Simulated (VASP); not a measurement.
# Zn2B3 (P6/mmm) in VASP: relaxation of cell and atoms with PBE

Aim: the relaxation of cell and atoms of Zn2B3 with PBE.

Everything below comes from runs of VASP 6.6.1. Logs are shortened: lines on timing, memory, paths and dates and some standing lists are left out, and cuts for length are marked.

## 1. The cell of the first run

It takes space group P6/mmm (No. 191, hexagonal). The conventional cell has a = 5.284 Å, b = 5.284 Å, c = 5.148 Å, α = 90.00°, β = 90.00°, γ = 120.00°. Within 2.0 Å of Zn (site symmetry -6m2) lie 3 B at 1.53 Å. Zn (site symmetry 6mm) has 1 Zn at 1.94 Å within 2.6 Å. B (site symmetry mmm) has 6 B at 2.57 to 2.64 Å and 8 Zn at 2.99 to 3.09 Å within 3.4 Å. B (site symmetry mmm) has 2 Zn at 1.53 Å within 2.0 Å.

The cell was built from a structure type or drawn by symmetry, and may not be a known phase.

## 2. Relaxation of cell and atoms, PBE

The input, INCAR:

```
PREC = Accurate ; ENCUT = 500
EDIFF = 1E-7 ; ISMEAR = 0
SIGMA = 0.2 ; LREAL = F
LASPH = T ; NELM = 120
ALGO = Normal ; ISIF = 3
LWAVE = F ; LCHARG = F
GGA = PE ; IBRION = 2
NSW = 36 ; EDIFFG = -0.08
GGA_COMPAT = F ; NELMIN = 4
```

The input, KPOINTS:

```
regular mesh
0
Gamma
  4 4 3
```

The input, POSCAR:

```
Zn2B3
1.0
    5.2838114300      0.0000000000      0.0000000000
   -2.6419057200      4.5759149300      0.0000000000
    0.0000000000      0.0000000000      5.1479689300
Zn B
4 6
Direct
    0.3333333300      0.6666666700      0.5000000000
    0.6666666700      0.3333333300      0.5000000000
    0.0000000000      0.0000000000      0.6887308800
    0.0000000000      0.0000000000      0.3112691200
    0.5000000000      0.0000000000      0.0000000000
    0.0000000000      0.5000000000      0.0000000000
    0.5000000000      0.5000000000      0.0000000000
    0.5000000000      0.0000000000      0.5000000000
    0.0000000000      0.5000000000      0.5000000000
    0.5000000000      0.5000000000      0.5000000000
```

Potentials or basis: VASP PAW PBE potentials, release 64 (Zn, B).

Started as:

```
cat potpaw_PBE.64/Zn/POTCAR potpaw_PBE.64/B/POTCAR > POTCAR
mpirun -np 1 vasp_std > vasp.out
```

OUTCAR:

```text
PREC = Accurate
   ENCUT = 500
   EDIFF = 1E-7
   ISMEAR = 0
   LREAL = F
   LASPH = T
   NELM = 120
   ISIF = 3
   GGA = PE
   IBRION = 2
   NSW = 36
   EDIFFG = -0.08
   NELMIN = 4

 ion  position               nearest neighbor table
   1  0.333  0.667  0.500-   9 1.53   8 1.53  10 1.53
   2  0.667  0.333  0.500-   9 1.53   8 1.53  10 1.53
   3  0.000  0.000  0.689-   4 1.94
   4  0.000  0.000  0.311-   3 1.94
   5  0.500  0.000  0.000-
   6  0.000  0.500  0.000-
   7  0.500  0.500  0.000-
   8  0.500  0.000  0.500-   1 1.53   2 1.53
   9  0.000  0.500  0.500-   1 1.53   2 1.53
  10  0.500  0.500  0.500-   1 1.53   2 1.53

  LATTYP: Found a hexagonal cell.
 ALAT       =     5.2838114300
 C/A-ratio  =     0.9742908123

  Lattice vectors:

 A1 = (   5.2838114300,   0.0000000000,   0.0000000000)
 A2 = (  -2.6419057200,   4.5759149300,   0.0000000000)
 A3 = (   0.0000000000,   0.0000000000,   5.1479689300)

Analysis of symmetry for initial positions (statically):
=====================================================================
 Subroutine PRICEL returns:
 Original cell was already a primitive cell.

 Routine SETGRP: Setting up the symmetry group for a
 hexagonal supercell.

 Subroutine GETGRP returns: Found 24 space group operations
 (whereof 24 operations were pure point group operations)
 out of a pool of 24 trial point group operations.

The static configuration has the point symmetry D_6h.

Analysis of symmetry for dynamics (positions and initial velocities):
=====================================================================
 Subroutine PRICEL returns:
 Original cell was already a primitive cell.

 Routine SETGRP: Setting up the symmetry group for a
 hexagonal supercell.

 Subroutine GETGRP returns: Found 24 space group operations
 (whereof 24 operations were pure point group operations)
 out of a pool of 24 trial point group operations.

The dynamic configuration has the point symmetry D_6h.

 Subroutine INISYM returns: Found 24 space group operations
 (whereof 24 operations are pure point group operations),
 and found     1 'primitive' translations

----------------------------------------------------------------------------------------

                                     Primitive cell

  volume of cell :     124.4690

  direct lattice vectors                    reciprocal lattice vectors
     5.283811430  0.000000000  0.000000000     0.189257322  0.109267766  0.000000000
    -2.641905720  4.575914930  0.000000000     0.000000000  0.218535531  0.000000000
     0.000000000  0.000000000  5.147968930     0.000000000  0.000000000  0.194251367

  length of vectors
     5.283811430  5.283811435  5.147968930     0.218535531  0.218535531  0.194251367

  position of ions in fractional coordinates (direct lattice)
     0.333333330  0.666666670  0.500000000
     0.666666670  0.333333330  0.500000000
     0.000000000  0.000000000  0.688730880
     0.000000000  0.000000000  0.311269120
     0.500000000  0.000000000  0.000000000
     0.000000000  0.500000000  0.000000000
     0.500000000  0.500000000  0.000000000
     0.500000000  0.000000000  0.500000000
     0.000000000  0.500000000  0.500000000
     0.500000000  0.500000000  0.500000000

  ion indices of the primitive-cell ions
   primitive index   ion index
                 1           1
                 2           2
                 3           3
                 4           4
                 5           5
                 6           6
                 7           7
                 8           8
                 9           9
                10          10

----------------------------------------------------------------------------------------

 KPOINTS: regular mesh

Automatic generation of k-mesh.
 Grid dimensions read from file:
 generate k-points for:    4    4    3

 Generating k-lattice:

  Cartesian coordinates                     Fractional coordinates (reciprocal lattice)
     0.047314330  0.027316941  0.000000000     0.250000000  0.000000000  0.000000000
     0.000000000  0.054633883  0.000000000     0.000000000  0.250000000  0.000000000
     0.000000000  0.000000000  0.064750456     0.000000000  0.000000000  0.333333333

  Length of vectors
     0.054633883  0.054633883  0.064750456

  Shift w.r.t. Gamma in fractional coordinates (k-lattice)
     0.000000000  0.000000000  0.000000000

 Subroutine IBZKPT returns following result:
 ===========================================

 Found      8 irreducible k-points:

 Following reciprocal coordinates:
            Coordinates               Weight
  0.000000  0.000000  0.000000      1.000000
  0.250000 -0.000000  0.000000      6.000000
  0.500000 -0.000000  0.000000      3.000000
  0.250000  0.250000  0.000000      6.000000
  0.000000  0.000000  0.333333      2.000000
  0.250000 -0.000000  0.333333     12.000000
  0.500000 -0.000000  0.333333      6.000000
  0.250000  0.250000  0.333333     12.000000
   k-points           NKPTS =      8   k-points in BZ     NKDIM =      8   number of bands    NBANDS=     39
   number of dos      NEDOS =    301   number of ions     NIONS =     10
   total plane-waves  NPLWV =  64000
   dimension x,y,z NGX =    40 NGY =   40 NGZ =   40
   dimension x,y,z NGXF=    80 NGYF=   80 NGZF=   80
   ions per type =               4   6
   NGX,Y,Z   is equivalent  to a cutoff of  12.59, 12.59, 12.92 a.u.
   NGXF,Y,Z  is equivalent  to a cutoff of  25.17, 25.17, 25.83 a.u.
 SYSTEM =  unknown system
   PREC   = accura    normal or accurate (medium, high low for compatibility)
   ISTART =      0    job   : 0-new  1-cont  2-samecut
   ICHARG =      2    charge: 1-file 2-atom 10-const
   ISPIN  =      1    spin polarized calculation?
   LNONCOLLINEAR =      F non collinear calculations
   LSORBIT =      F    spin-orbit coupling
   LASPH  =      T    aspherical Exc in radial PAW
   ENCUT  =  500.0 eV  36.75 Ry    6.06 a.u.   9.63  9.63  9.39*2*pi/ulx,y,z
   NELM   =    120;   NELMIN=  4; NELMDL= -5     # of ELM steps
   EDIFF  = 0.1E-06   stopping-criterion for ELM
   LREAL  =      F    real-space projection
   EDIFFG = -.8E-01   stopping-criterion for IOM
   NSW    =     36    number of steps for IOM
   IBRION =      2    ionic relax: 0-MD 1-quasi-New 2-CG
   NFREE  =      1    steps in history (QN), initial steepest desc. (CG)
   ISIF   =      3    stress and relaxation
   ISYM   =      2    0-nonsym 1-usesym 2-fastsym
   POTIM  = 0.5000    time-step for ionic-motion
   TEBEG  =    0.0;   TEEND  =   0.0 temperature during run
   PSTRESS=    0.0 pullay stress
   NELECT =      66.0000    total number of electrons
   NUPDOWN=      -1.0000    fix difference up-down
   EMIN   =  10.00;   EMAX   =-10.00  energy-range for DOS
   EFERMI =   0.00;   METHOD = LEGACY
   ISMEAR =     0;   SIGMA  =   0.20  broadening in eV -4-tet -1-fermi 0-gaus
   EFERMI_NEDOS =   21; number of points for ismear=-14 and -15
   IALGO  =     38    algorithm
   IMIX   =      4    mixing-type and parameters
     AMIX     =   0.40;   BMIX     =  1.00
     AMIX_MAG =   1.60;   BMIX_MAG =  1.00
  volume/ion in A,a.u.               =      12.45        84.00
  Fermi-wavevector in a.u.,A,eV,Ry     =   1.325061  2.504002 23.888915  1.755786
  Thomas-Fermi vector in A             =   2.454549
   LORBIT       =      0    0 simple, 1 ext, 2 COOP (PROOUT), +10 PAW based schemes
   GGA     = PE    functional components
   LHFCALC =     F    Hartree Fock is set to
   AEXX    =    0.0000 exact exchange contribution
   IVDW    =     0    specifies the selected vdW correction
   LEPSILON=     F    determine dielectric tensor
   LRPA    =     F    only Hartree local field effects (RPA)
 conjugate gradient relaxation of ions
 non-spin polarized calculation
 Gauss-broadening in eV      SIGMA  =   0.20
  energy-cutoff  :      500.00
  volume of cell :      124.47
 maximum number of plane-waves:      3179
 NGX is ok and might be reduce to    40
   NGX = 19   NGY = 19   NGZ = 19

--------------------------------------- Ionic step        1  -------------------------------------------

 number of electron      65.9999961 magnetization

 Free energy of the ion-electron system (eV)
  ---------------------------------------------------
  ext. energy  EPLUGINS =         0.00000000
  ---------------------------------------------------
  free energy    TOTEN  =        -8.35355741 eV

  energy without entropy =       -8.25383581  energy(sigma->0) =       -8.30369661

------------------------ aborting loop because EDIFF is reached ----------------------------------------

  FORCE on cell =-STRESS in cart. coord.  units (eV):
  Direction    XX          YY          ZZ          XY          YZ          ZX
  --------------------------------------------------------------------------------------
  -------------------------------------------------------------------------------------
  Total       66.0378386     66.0378387     -0.1132208     -0.0000001     -0.0000000     -0.0000000
  in kB      850.0456785    850.0456796     -1.4573898     -0.0000009     -0.0000000     -0.0000000
  external PRESSURE =     566.2113228 kB  Pullay stress =       0.0000000 kB
[... 113 lines left out ...]
  FREE ENERGIE OF THE ION-ELECTRON SYSTEM (eV)
  ---------------------------------------------------
  free  energy   TOTEN  =       -22.1878164048 eV

  energy  without entropy=      -22.0714471733  energy(sigma->0) =      -22.12963179

 E-fermi :   2.1962     XC(G=0): -10.2600

 val. band max:        2.1636529455   @ k =   0.0000   0.0000   0.3333
 cond. band min:       2.2228862433   @ k =   0.2500   0.2500   0.3333
 fundamental gap:      0.0592332978
 Fermi energy:         2.1962308726

 k-point     1 :       0.0000    0.0000    0.0000
  band No.  band energies     occupation
      1     -16.1481      2.00000
      2     -16.0735      2.00000
      3     -16.0735      2.00000
      4     -11.1069      2.00000
      5     -11.1069      2.00000
      6      -9.2406      2.00000
[... 325 lines left out ...]
     38       5.5237      0.00000
     39       7.2356      0.00000

[... ionic steps 4 to 16 ...]

--------------------------------------- Ionic step       17  -------------------------------------------

 number of electron      66.0000089 magnetization

------------------------ aborting loop because EDIFF is reached ----------------------------------------

  FORCE on cell =-STRESS in cart. coord.  units (eV):
  Direction    XX          YY          ZZ          XY          YZ          ZX
  --------------------------------------------------------------------------------------
  -------------------------------------------------------------------------------------
  Total       -0.0337095     -0.0337095      0.4929446      0.0000000      0.0000000      0.0000000
  in kB       -0.3321304     -0.3321304      4.8568452      0.0000000      0.0000000      0.0000000
  external PRESSURE =       1.3975281 kB  Pullay stress =       0.0000000 kB
[... 73 lines left out ...]
  energy  without entropy=      -28.9388448942  energy(sigma->0) =      -28.99689745

--------------------------------------- Ionic step       19  -------------------------------------------

 number of electron      66.0000089 magnetization

 Free energy of the ion-electron system (eV)
  ---------------------------------------------------
  ext. energy  EPLUGINS =         0.00000000
  ---------------------------------------------------
  free energy    TOTEN  =       -29.06022720 eV

  energy without entropy =      -28.94699997  energy(sigma->0) =      -29.00361358

 E-fermi :   1.0786     XC(G=0):  -9.3918

 val. band max:        1.0358560584   @ k =   0.5000  -0.0000   0.3333
 cond. band min:       1.0881921797   @ k =   0.2500  -0.0000   0.3333
 fundamental gap:      0.0523361213
 Fermi energy:         1.0785681923

 k-point     1 :       0.0000    0.0000    0.0000
  band No.  band energies     occupation
      1     -10.0012      2.00000
      2      -9.3385      2.00000
      3      -8.2565      2.00000
      4      -8.2564      2.00000
      5      -8.0173      2.00000
      6      -8.0173      2.00000
[... 362 lines left out ...]
  FREE ENERGIE OF THE ION-ELECTRON SYSTEM (eV)
  ---------------------------------------------------
  free  energy   TOTEN  =       -29.0602271992 eV

  energy  without entropy=      -28.9469999708  energy(sigma->0) =      -29.00361358

 reached required accuracy - stopping structural energy minimisation
```

Run time: 12 min. Hardware: 1 thread of AMD EPYC 9R45 (Zen 5), shared host; peak memory 0.25 GiB.

What came out:

| Item | Value |
| --- | --- |
| Free energy | -29.0602 eV |
| Relaxed volume | 16.28 Å³/atom |
| Relaxed cell | a = 7.176 Å, b = 7.176 Å, c = 3.651 Å, α = 90.00°, β = 90.00°, γ = 120.00° |
| Space group after relaxing (to 0.1 Å) | P6/mmm (No. 191) |
| Pressure after relaxing | 0.0 GPa |
| Largest force after relaxing | 0.010 eV/Å |
| Band gap on the k mesh | zero (bands 33 and 34 overlap by 0.30 eV) |

Forces in eV/Å, atoms in the order of the input:
```
Zn   0.000  0.000  0.000
Zn   0.000  0.000  0.000
Zn   0.000  0.000 -0.010
Zn   0.000  0.000  0.010
B    0.000  0.000  0.000
B    0.000  0.000  0.000
B    0.000  0.000  0.000
B    0.000  0.000  0.000
B    0.000  0.000  0.000
B    0.000  0.000  0.000
```

Final structure:
```
CELL_PARAMETERS angstrom
7.17644 0.00000 0.00000
-3.58822 6.21498 0.00000
0.00000 0.00000 3.65081
ATOMIC_POSITIONS crystal
Zn 0.33333 0.66667 0.50000
Zn 0.66667 0.33333 0.50000
Zn 0.00000 0.00000 0.75002
Zn 0.00000 0.00000 0.24998
B 0.50000 0.00000 0.00000
B 0.00000 0.50000 0.00000
B 0.50000 0.50000 0.00000
B 0.50000 0.00000 0.50000
B 0.00000 0.50000 0.50000
B 0.50000 0.50000 0.50000
```

Caveat: the k points lie up to 0.57 Å⁻¹ apart in the final cell; the volume moved by over 15 % at a fixed basis, so the end points are rough.
